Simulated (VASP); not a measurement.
# KMgF3 (Pm-3m) in VASP: further runs, part 2 of 2

VASP 6.6.1. Earlier steps stand in the parts before.

## Step 3: Relaxation of cell and atoms, PBE, target pressure 20 GPa, at which the enthalpy is minimised

INCAR

```
SYSTEM = KMgF3
PREC = Accurate
ENCUT = 600
EDIFF = 1E-7
ISMEAR = -1
SIGMA = 0.1
LREAL = .False.
LASPH = .True.
NELM = 80
ALGO = Normal
ISIF = 3
LWAVE = .False.
LCHARG = .False.
GGA = PE
IBRION = 2
NSW = 80
EDIFFG = -0.01
PSTRESS = 200.0
```

KPOINTS

```
regular mesh
0
Gamma
  5 5 5
  0 0 0
```

POSCAR

```
KMgF3
1.0
    3.9859000000      0.0000000000      0.0000000000
    0.0000000000      3.9859000000      0.0000000000
    0.0000000000      0.0000000000      3.9859000000
K Mg F
1 1 3
Direct
    0.5000000000      0.5000000000      0.5000000000
    0.0000000000      0.0000000000      0.0000000000
    0.5000000000      0.0000000000      0.0000000000
    0.0000000000      0.5000000000      0.0000000000
    0.0000000000      0.0000000000      0.5000000000
```

Potentials or basis: VASP PAW PBE potentials, release 64 (K_sv, Mg, F).

Command:

```sh
$ cat potpaw_PBE.64/K_sv/POTCAR potpaw_PBE.64/Mg/POTCAR potpaw_PBE.64/F/POTCAR > POTCAR
$ mpirun -np 1 vasp_std > vasp.out
```

OUTCAR:

```text
SYSTEM = KMgF3
   PREC = Accurate
   ENCUT = 600
   EDIFF = 1E-7
   ISMEAR = -1
   LREAL = .False.
   LASPH = .True.
   NELM = 80
   ISIF = 3
   GGA = PE
   IBRION = 2
   NSW = 80
   EDIFFG = -0.01
   PSTRESS = 200.0

 ion  position               nearest neighbor table
   1  0.500  0.500  0.500-   3 2.82   4 2.82   5 2.82   3 2.82   4 2.82   3 2.82   5 2.82   3 2.82
                             4 2.82   5 2.82   4 2.82   5 2.82   2 3.45   2 3.45   2 3.45   2 3.45
   2  0.000  0.000  0.000-   3 1.99   4 1.99   5 1.99   5 1.99   4 1.99   3 1.99   1 3.45   1 3.45
                             1 3.45   1 3.45   1 3.45   1 3.45   1 3.45   1 3.45
   3  0.500  0.000  0.000-   2 1.99   2 1.99   1 2.82   1 2.82   1 2.82   1 2.82
   4  0.000  0.500  0.000-   2 1.99   2 1.99   1 2.82   1 2.82   1 2.82   1 2.82
   5  0.000  0.000  0.500-   2 1.99   2 1.99   1 2.82   1 2.82   1 2.82   1 2.82

  LATTYP: Found a simple cubic cell.
 ALAT       =     3.9859000000

  Lattice vectors:

 A1 = (   3.9859000000,   0.0000000000,   0.0000000000)
 A2 = (   0.0000000000,   3.9859000000,   0.0000000000)
[... 173 lines left out ...]
 cond. band min:       5.7024776842   @ k =   0.0000   0.0000   0.0000
 fundamental gap:      7.3693708152
 Fermi energy:         0.6389214868

 k-point     1 :       0.0000    0.0000    0.0000
  band No.  band energies     occupation
      1     -27.2555      2.00000
      2     -21.7234      2.00000
      3     -21.0689      2.00000
      4     -21.0689      2.00000
      5     -10.7481      2.00000
      6     -10.7481      2.00000
[... 300 lines left out ...]
--------------------------------------- Ionic step        3  -------------------------------------------

 number of electron      32.0000028 magnetization

 Free energy of the ion-electron system (eV)
  ---------------------------------------------------
  ext. energy  EPLUGINS =         0.00000000
  ---------------------------------------------------
  free energy    TOTEN  =       -23.84565663 eV

  energy without entropy =      -23.84565663  energy(sigma->0) =      -23.84565663

 E-fermi :   1.4647     XC(G=0): -10.4458

 val. band max:       -0.8558626367   @ k =   0.4000   0.4000   0.4000
 cond. band min:       7.7642204641   @ k =   0.0000   0.0000   0.0000
 fundamental gap:      8.6200831008
 Fermi energy:         1.4647111418

 k-point     1 :       0.0000    0.0000    0.0000
  band No.  band energies     occupation
      1     -26.1769      2.00000
      2     -21.3113      2.00000
      3     -20.4548      2.00000
      4     -20.4548      2.00000
      5      -9.6892      2.00000
      6      -9.6892      2.00000
[... 255 lines left out ...]
  energy  without entropy=      -23.8456566257  energy(sigma->0) =      -23.84565663

  enthalpy is  TOTEN    =       -17.0315913170 eV   P V=        6.8140653088

 reached required accuracy - stopping structural energy minimisation
```

OSZICAR:

```text
N       E                     dE             d eps       ncg     rms          rms(c)
DAV:   1     0.271676621307E+03    0.27168E+03   -0.19500E+04   400   0.173E+03
DAV:   2    -0.128136849512E+02   -0.28449E+03   -0.27558E+03   528   0.413E+02
DAV:   3    -0.257721551541E+02   -0.12958E+02   -0.12913E+02   480   0.883E+01
[... 32 lines left out ...]
DAV:   7    -0.238456590030E+02    0.13312E-05   -0.11143E-04   500   0.661E-02    0.108E-02
DAV:   8    -0.238456560569E+02    0.29461E-05   -0.50801E-06   596   0.157E-02    0.241E-03
DAV:   9    -0.238456564740E+02   -0.41706E-06   -0.15089E-07   408   0.290E-03    0.136E-03
DAV:  10    -0.238456565808E+02   -0.10681E-06   -0.17907E-08   284   0.104E-03    0.335E-04
DAV:  11    -0.238456566259E+02   -0.45076E-07   -0.36271E-09   260   0.444E-04
   3 F= -.17031591E+02 E0= -.17031591E+02  d E =-.514511E+00
```

Wall time 24 s (1 thread of Intel Xeon 6975P-C (Granite Rapids), shared host); peak memory 0.19 GiB.

What came out:

```yaml
Free_energy: -23.8457 eV
Relaxed_volume: 10.92 Å³/atom
Relaxed_cell: a = 3.793 Å, b = 3.793 Å, c = 3.793 Å, α = 90.00°, β = 90.00°, γ = 90.00°
Space_group_after_relaxing_to_0.05_Å: Pm-3m (No. 221)
Energy_change_on_relaxing_the_enthalpy_is_what_falls: +115.3 meV/atom
Ionic_steps: 3
Pressure_after_relaxing: 20.0 GPa
Band_gap_on_the_k_mesh: 8.62 eV, indirect (least direct gap 8.85 eV)
```

Step by step:
```csv
step,energy change (eV),largest force (eV/Å),pressure (GPa),volume (Å³)
1,0.0000,0.0000,3.24,63.33
2,0.9721,0.0000,28.29,51.94
3,0.5764,0.0000,20.02,54.59
```

Final structure:
```yaml
crystal:
  lattice:
    - [3.79340, 0.00000, 0.00000]
    - [0.00000, 3.79340, 0.00000]
    - [0.00000, 0.00000, 3.79340]
  atoms:
    - { symbol: K, position: [0.50000, 0.50000, 0.50000] }
    - { symbol: Mg, position: [0.00000, 0.00000, 0.00000] }
    - { symbol: F, position: [0.50000, 0.00000, 0.00000] }
    - { symbol: F, position: [0.00000, 0.50000, 0.00000] }
    - { symbol: F, position: [0.00000, 0.00000, 0.50000] }
```

Levels at points of the mesh, in eV from the valence-band top:
```tsv
k point	band 13	band 14	band 15	band 16	band 17	band 18	band 19	band 20
(0.00, 0.00, 0.00)	-0.70	-0.23	-0.23	-0.23	8.62	10.34	10.34	12.68
```

Caveat: the cell is relaxed towards a set pressure, so the enthalpy falls and the energy may rise. A k mesh can miss the band edges.

## Step 4: Relaxation of cell and atoms, PBE, target pressure 30 GPa, at which the enthalpy is minimised

INCAR

```
PREC = Accurate ; ENCUT = 600
EDIFF = 1E-6 ; ISMEAR = -1
SIGMA = 0.1 ; LREAL = False
LASPH = True ; NELM = 60
ALGO = Normal ; ISIF = 3
LWAVE = False ; LCHARG = False
GGA = PE ; IBRION = 2
NSW = 80 ; EDIFFG = -0.01
PSTRESS = 300.0
```

KPOINTS

```
regular mesh
0
Gamma
  5 5 5
```

POSCAR is that of step 3.

Command:

```sh
$ cat potpaw_PBE.64/K_sv/POTCAR potpaw_PBE.64/Mg/POTCAR potpaw_PBE.64/F/POTCAR > POTCAR
$ mpirun -np 1 vasp_std > vasp.out
```

Wall time 33 s (1 thread of Intel Xeon 6975P-C (Granite Rapids), shared host); peak memory 0.19 GiB.

The run converged. Its results:

```yaml
Free_energy: -23.3637 eV
Relaxed_volume: 10.29 Å³/atom
Relaxed_cell: a = 3.720 Å, b = 3.720 Å, c = 3.720 Å, α = 90.00°, β = 90.00°, γ = 90.00°
Space_group_after_relaxing_to_0.05_Å: Pm-3m (No. 221)
Energy_change_on_relaxing_the_enthalpy_is_what_falls: +211.7 meV/atom
Ionic_steps: 6
Pressure_after_relaxing: 30.0 GPa
Band_gap_on_the_k_mesh: 9.18 eV, indirect (least direct gap 9.39 eV)
```

The path:
```tsv
step	energy change (eV)	largest force (eV/Å)	pressure (GPa)	volume (Å³)
1	0.0000	0.0000	3.25	63.33
2	2.5461	0.0000	57.34	45.85
3	1.0403	0.0000	29.65	51.57
4	1.0814	0.0000	30.45	51.35
5	1.0436	0.0000	29.71	51.55
6	1.0584	0.0000	30.00	51.47
```

Final structure:
```
K Mg F
1.0
     3.71977    0.00000    0.00000
     0.00000    3.71977    0.00000
     0.00000    0.00000    3.71977
K Mg F
1 1 3
Cartesian
  1.8599 1.8599 1.8599
  0.0000 0.0000 0.0000
  1.8599 0.0000 0.0000
  0.0000 1.8599 0.0000
  0.0000 0.0000 1.8599
```

Levels at points of the mesh, in eV from the valence-band top:
| k point | band 13 | band 14 | band 15 | band 16 | band 17 | band 18 | band 19 | band 20 |
| --- | --- | --- | --- | --- | --- | --- | --- | --- |
| (0.00, 0.00, 0.00) | -0.77 | -0.21 | -0.21 | -0.21 | 9.18 | 10.40 | 10.40 | 12.81 |

Caveat: the cell is relaxed towards a set pressure, so the enthalpy falls and the energy may rise; the volume moved by over 15 % at a fixed basis, so the end points are rough. A k mesh can miss the band edges.

## Step 5: Overview

```csv
cell,gap on the mesh (eV),pressure (GPa)
relaxed to 10 GPa,7.94,10.0
relaxed to 20 GPa,8.62,20.0
relaxed to 30 GPa,9.18,30.0
```

Alike in all rows: task relaxation of cell and atoms; level PBE; potentials or basis VASP PAW PBE potentials, release 64 (K_sv, Mg, F); no spin polarisation; k mesh 5 × 5 × 5; cutoff (eV) 600; smearing fermi-dirac 0.1 eV.

Caveats: the cell is relaxed towards a set pressure, so the enthalpy falls and the energy may rise; the volume moved by over 15 % at a fixed basis, so the end points are rough (some runs).

Total energies depend on the potentials used, so only differences within one code and one set of settings carry meaning.
